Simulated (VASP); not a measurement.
Write the native input for VASP 6.6.1 that does the following.

- Task: single point
- Functional: PBE
- Potentials or basis: VASP PAW PBE potentials, release 64 (I, K_sv)
- Cutoff: 340 eV
- k mesh: 6 × 6 × 6
- Occupations: gaussian, width 0.03 eV
- Spin: no spin polarisation
- Tolerance level: standard
- Purpose: all
- Further INCAR settings: ADDGRID = False; ALGO = Normal; EDIFF = 1e-06; NBANDS = 18

The structure of KI lies in POSCAR:

```
KI
1.0
    0.0000000000      3.5327750000      3.5857666250
    3.5327750000      0.0000000000      3.5857666250
    3.5327750000      3.5327750000      0.0000000000
I K
1 1
Direct
    0.5000000000      0.5000000000      0.5000000000
    0.0113225400      0.0113225400     -0.0113225400
```

This cell differs from its parent crystal: last atom moved by 0.08 Å along z, cell strained by +1.5% along z.

These files were run (other wordings do the same):

INCAR

```
SYSTEM = KI
ADDGRID = .FALSE.
ALGO = Normal
EDIFF = 1E-6
EFERMI = MIDGAP
ENCUT = 340
GGA = PE
GGA_COMPAT = .FALSE.
ISIF = 2
ISMEAR = 0
LASPH = .TRUE.
LCHARG = .FALSE.
LREAL = .FALSE.
LWAVE = .FALSE.
NBANDS = 18
NELM = 120
PREC = Accurate
SIGMA = 0.03
```

KPOINTS

```
Automatic mesh
0
Gamma
  6 6 6
  0 0 0
```

Potentials or basis: VASP PAW PBE potentials, release 64 (I, K_sv).

The run is started by

```console
$ cat potpaw_PBE.64/I/POTCAR potpaw_PBE.64/K_sv/POTCAR > POTCAR
$ mpirun -np 1 vasp_std > vasp.out
```

It gave:

```json
{"Pressure": "0.4 GPa", "Largest force": "0.070 eV/Å", "Band gap on the k mesh": "3.93 eV"}
```

Caveat: the cell differs from its parent crystal (last atom moved by 0.08 Å along z, cell strained by +1.5% along z); spin-orbit coupling is left out, which moves the levels of the heavy elements.

Wall time 25 s on 1 thread of Intel(R) Xeon(R) 6975P-C (Granite Rapids), with other jobs on the host, peak memory 0.17 GiB.
